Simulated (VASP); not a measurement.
AgCl: single point with PBE

The system is AgCl.

```xyz
2
Lattice="0.0000 2.8608 2.7732 2.8608 0.0000 2.7732 2.8608 2.8608 0.0000" Properties=species:S:1:pos:R:3 pbc="T T T"
Ag    0.0000    0.0000    0.0000
Cl    2.8608    2.8608    2.7732
```

This cell differs from its parent crystal: biaxial xy strain +3.2%.

* Program: VASP 6.6.1
* Task: single point
* Functional: PBE
* Potentials or basis: VASP PAW PBE potentials, release 64 (Ag, Cl)
* Cutoff: 520 eV
* k mesh: 8 × 8 × 8
* Occupations: fermi-dirac, width 0.02 eV
* Spin: no spin polarisation
* Dipole correction: no
* Further INCAR settings: ALGO = Normal; EDIFF = 1e-06; NBANDS = 16

```yaml
Pressure: -1.1 GPa
Band_gap_on_the_k_mesh: 0.85 eV, indirect (least direct gap 2.98 eV)
```

Stress tensor (GPa, compression positive):
```
-1.19  0.00  0.00
 0.00 -1.19  0.00
 0.00  0.00 -0.93
```

Levels at points of the mesh, in eV from the valence-band top:
| k point | band 7 | band 8 | band 9 | band 10 | band 11 | band 12 |
| --- | --- | --- | --- | --- | --- | --- |
| (0.00, 0.00, 0.00) | -2.23 | -2.13 | -2.13 | 0.85 | 10.77 | 10.77 |
| (0.50, 0.00, 0.00) | -1.69 | -0.17 | 0.00 | 4.32 | 6.13 | 7.55 |
| (0.50, 0.50, 0.00) | -1.88 | -1.88 | -1.82 | 2.39 | 7.91 | 8.56 |
| (0.50, 0.00, 0.50) | -1.89 | -1.87 | -1.83 | 2.40 | 8.09 | 8.25 |

Run time: 24 s on 1 thread of AMD EPYC 9R45 96-Core Processor (Zen 5), on a shared host, peak memory 0.16 GiB.

Caveat: the cell differs from its parent crystal (biaxial xy strain +3.2%). A k mesh can miss the band edges.
